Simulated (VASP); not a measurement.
# Si2W (I4/mmm) in VASP: a series of runs, part 2 of 2

VASP 6.6.1. The steps go on from the part before.

## (3) Relaxation of shape and atoms at fixed volume, PBE (14.08 Å³/atom)

This run uses another cell than the first one, of 14.08 Å³/atom.

The input, INCAR:

```
SYSTEM = Si2W
PREC     = Accurate       ! precision mode
ENCUT    = 500            ! plane-wave cutoff, eV
EDIFF    = 1E-7           ! SCF threshold, eV
ISMEAR   = 0              ! smearing method
SIGMA    = 0.1            ! smearing width, eV
LREAL    = .False.        ! projectors in reciprocal space
LASPH    = .True.         ! aspherical terms in the spheres
NELM     = 120            ! most SCF steps
ALGO     = Normal         ! electronic algorithm
ISIF     = 4              ! what is computed and relaxed
LWAVE    = .False.        ! write WAVECAR
LCHARG   = .False.        ! write CHGCAR
GGA      = PE             ! functional
IBRION   = 2              ! ionic algorithm
NSW      = 50             ! ionic steps
EDIFFG   = -0.01          ! ionic threshold
GGA_COMPAT= .False.      
NELMIN   = 4
```

The input, KPOINTS:

```
Automatic mesh
0
Gamma
  18 18 18
  0 0 0
```

The input, POSCAR:

```
Si2W
1.0
   -1.6305163906      1.6305163906      3.9724975101
    1.6305163906     -1.6305163906      3.9724975101
    1.6305163906      1.6305163906     -3.9724975101
Si W
2 1
Direct
    0.3345578115      0.3345578115      0.0000000000
    0.6654421885      0.6654421885      0.0000000000
    0.0000000000      0.0000000000      0.0000000000
```

Potentials or basis: VASP PAW PBE potentials, release 64 (Si, W_sv).

Launch:

```bash
$ cat potpaw_PBE.64/Si/POTCAR potpaw_PBE.64/W_sv/POTCAR > POTCAR
$ mpirun -np 1 vasp_std > vasp.out
```

OUTCAR:

```text
SYSTEM = Si2W
   PREC = Accurate
   ENCUT = 500
   EDIFF = 1E-7
   ISMEAR = 0
   LREAL = .False.
   LASPH = .True.
   NELM = 120
   ISIF = 4
   GGA = PE
   IBRION = 2
   NSW = 50
   EDIFFG = -0.01
   NELMIN = 4

 ion  position               nearest neighbor table
   1  0.335  0.335  0.000-   2 2.63   3 2.65   3 2.65   3 2.65   3 2.65   3 2.66   2 2.67   2 2.67
                             2 2.67   2 2.67
   2  0.665  0.665  0.000-   1 2.63   3 2.65   3 2.65   3 2.65   3 2.65   3 2.66   1 2.67   1 2.67
                             1 2.67   1 2.67
   3  0.000  0.000  0.000-   1 2.65   2 2.65   2 2.65   2 2.65   2 2.65   1 2.65   1 2.65   1 2.65
                             1 2.66   2 2.66

  LATTYP: Found a body centered tetragonal cell.
 ALAT       =     3.2610327812
 C/A-ratio  =     2.4363431935

  Lattice vectors:

 A1 = (  -1.6305163906,   1.6305163906,   3.9724975101)
 A2 = (   1.6305163906,  -1.6305163906,   3.9724975101)
 A3 = (   1.6305163906,   1.6305163906,  -3.9724975101)

Analysis of symmetry for initial positions (statically):
=====================================================================
 Subroutine PRICEL returns:
 Original cell was already a primitive cell.

 Routine SETGRP: Setting up the symmetry group for a
 body centered tetragonal supercell.

 Subroutine GETGRP returns: Found 16 space group operations
 (whereof 16 operations were pure point group operations)
 out of a pool of 16 trial point group operations.

The static configuration has the point symmetry D_4h.

Analysis of symmetry for dynamics (positions and initial velocities):
=====================================================================
 Subroutine PRICEL returns:
 Original cell was already a primitive cell.

 Routine SETGRP: Setting up the symmetry group for a
 body centered tetragonal supercell.

 Subroutine GETGRP returns: Found 16 space group operations
 (whereof 16 operations were pure point group operations)
 out of a pool of 16 trial point group operations.

[... 144 lines left out ...]
 number of electron      22.0000001 magnetization

 Free energy of the ion-electron system (eV)
  ---------------------------------------------------
  ext. energy  EPLUGINS =         0.00000000
  ---------------------------------------------------
  free energy    TOTEN  =       -24.79249402 eV

  energy without entropy =      -24.79149930  energy(sigma->0) =      -24.79199666

------------------------ aborting loop because EDIFF is reached ----------------------------------------

  FORCE on cell =-STRESS in cart. coord.  units (eV):
  Direction    XX          YY          ZZ          XY          YZ          ZX
  --------------------------------------------------------------------------------------
  -------------------------------------------------------------------------------------
  Total       -1.5211970     -1.5211970     -1.7434258      0.0000000     -0.0000000      0.0000000
  in kB      -57.6928629    -57.6928629    -66.1211047      0.0000000     -0.0000000      0.0000000
  external PRESSURE =     -60.5022768 kB  Pullay stress =       0.0000000 kB
[... 98 lines left out ...]
--------------------------------------- Ionic step        4  -------------------------------------------

 number of electron      22.0000001 magnetization

 Free energy of the ion-electron system (eV)
  ---------------------------------------------------
  ext. energy  EPLUGINS =         0.00000000
  ---------------------------------------------------
  free energy    TOTEN  =       -24.79294693 eV

  energy without entropy =      -24.79197322  energy(sigma->0) =      -24.79246008

 E-fermi :  11.3296     XC(G=0): -12.3205

 val. band max:       11.3233221013   @ k =  -0.3889   0.5000   0.3333
 cond. band min:      11.3348992869   @ k =  -0.4444  -0.4444   0.2778
 fundamental gap:      0.0115771856
 Fermi energy:        11.3296429540

 k-point     1 :       0.0000    0.0000    0.0000
  band No.  band energies     occupation
      1     -62.6120      2.00000
      2     -26.8339      2.00000
      3     -26.8339      2.00000
      4     -26.8278      2.00000
      5      -2.3708      2.00000
      6       4.7641      2.00000
      7       7.5699      2.00000
      8       8.2200      2.00000
      9       8.6162      2.00000
     10       8.6162      2.00000
     11      11.8942      0.00000
     12      13.8179      0.00000
     13      14.2507      0.00000
     14      14.2507      0.00000
[... 401 lines left out ...]
      2     -26.9084      2.00000
      3     -26.8324      2.00000
      4     -26.8212      2.00000
      5      -1.4981      2.00000
      6       4.8059      2.00000
      7       6.1575      2.00000
      8       7.8603      2.00000
      9       8.5945      2.00000
     10       9.2839      2.00000
     11       9.9649      2.00000
     12      12.7810      0.00000
     13      13.3711      0.00000
     14      15.5843      0.00000
     15      15.6548      0.00000

 [... further k-points ...]

------------------------ aborting loop because EDIFF is reached ----------------------------------------

  FORCE on cell =-STRESS in cart. coord.  units (eV):
  Direction    XX          YY          ZZ          XY          YZ          ZX
  --------------------------------------------------------------------------------------
  -------------------------------------------------------------------------------------
  Total       -1.5653655     -1.5653655     -1.5671754      0.0000000      0.0000000      0.0000000
  in kB      -59.3679949    -59.3679949    -59.4366355      0.0000000      0.0000000      0.0000000
  external PRESSURE =     -59.3908751 kB  Pullay stress =       0.0000000 kB
[... 18 lines left out ...]
  FREE ENERGIE OF THE ION-ELECTRON SYSTEM (eV)
  ---------------------------------------------------
  free  energy   TOTEN  =       -24.7929469302 eV

  energy  without entropy=      -24.7919732243  energy(sigma->0) =      -24.79246008

 reached required accuracy - stopping structural energy minimisation
```

OSZICAR:

```text
N       E                     dE             d eps       ncg     rms          rms(c)
DAV:   1     0.121282352131E+03    0.12128E+03   -0.10910E+04 14416   0.143E+03
DAV:   2    -0.215434989660E+02   -0.14283E+03   -0.14094E+03 16570   0.348E+02
DAV:   3    -0.256771964183E+02   -0.41337E+01   -0.40314E+01 19531   0.507E+01
DAV:   4    -0.257077351752E+02   -0.30539E-01   -0.30515E-01 16192   0.512E+00
[... 27 lines left out ...]
DAV:   1    -0.247930084960E+02   -0.99075E-04   -0.35211E-03 16948   0.517E-01    0.421E-02
DAV:   2    -0.247929608580E+02    0.47638E-04   -0.13862E-04 17333   0.938E-02    0.213E-02
DAV:   3    -0.247929472793E+02    0.13579E-04   -0.33152E-05 18558   0.429E-02    0.575E-03
DAV:   4    -0.247929469480E+02    0.33124E-06   -0.26478E-06 16850   0.125E-02    0.300E-03
DAV:   5    -0.247929469302E+02    0.17840E-07   -0.11052E-07 10713   0.227E-03
   4 F= -.24792947E+02 E0= -.24792460E+02  d E =-.375316E-04
```

CONTCAR:

```text
Si2W
   1.00000000000000
    -1.6316679350674823    1.6316679350674823    3.9668923336918889
     1.6316679350674823   -1.6316679350674823    3.9668923336918889
     1.6316679350674823    1.6316679350674823   -3.9668923336918889
  Si              W
     2     1
Direct
     0.3350639822322534    0.3350639822322534    0.0000000000000000
     0.6649360177677466    0.6649360177677466    1.0000000000000000
     1.0000000000000000    1.0000000000000000    1.0000000000000000

  0.00000000E+00  0.00000000E+00  0.00000000E+00
  0.00000000E+00  0.00000000E+00  0.00000000E+00
  0.00000000E+00  0.00000000E+00  0.00000000E+00
```

It took 8 min on 1 thread of Intel Xeon 6975P-C (Granite Rapids), shared host; peak memory 0.43 GiB.

What came out:

| Quantity | Value |
| --- | --- |
| Free energy | -24.7929 eV |
| Energy gained by relaxing | 0.2 meV/atom |
| Ionic steps | 4 |
| Pressure after relaxing | -5.9 GPa |
| Band gap on the k mesh | zero (bands 11 and 12 overlap by 1.18 eV) |

Step by step:
| step | energy change (eV) | largest force (eV/Å) | pressure (GPa) | volume (Å³) |
| --- | --- | --- | --- | --- |
| 1 | 0.0000 | 0.0737 | -6.05 | 42.24 |
| 2 | -0.0004 | 0.0058 | -5.92 | 42.24 |
| 3 | -0.0004 | 0.0207 | -5.95 | 42.24 |
| 4 | -0.0005 | 0.0013 | -5.94 | 42.24 |

Final structure:
```yaml
crystal:
  lattice:
    - [-1.63167, 1.63167, 3.96689]
    - [1.63167, -1.63167, 3.96689]
    - [1.63167, 1.63167, -3.96689]
  atoms:
    - { symbol: Si, position: [0.33506, 0.33506, 0.00000] }
    - { symbol: Si, position: [0.66494, 0.66494, 0.00000] }
    - { symbol: W, position: [0.00000, 0.00000, 0.00000] }
```

Caveat: spin-orbit coupling is left out, which moves the levels of the heavy elements.
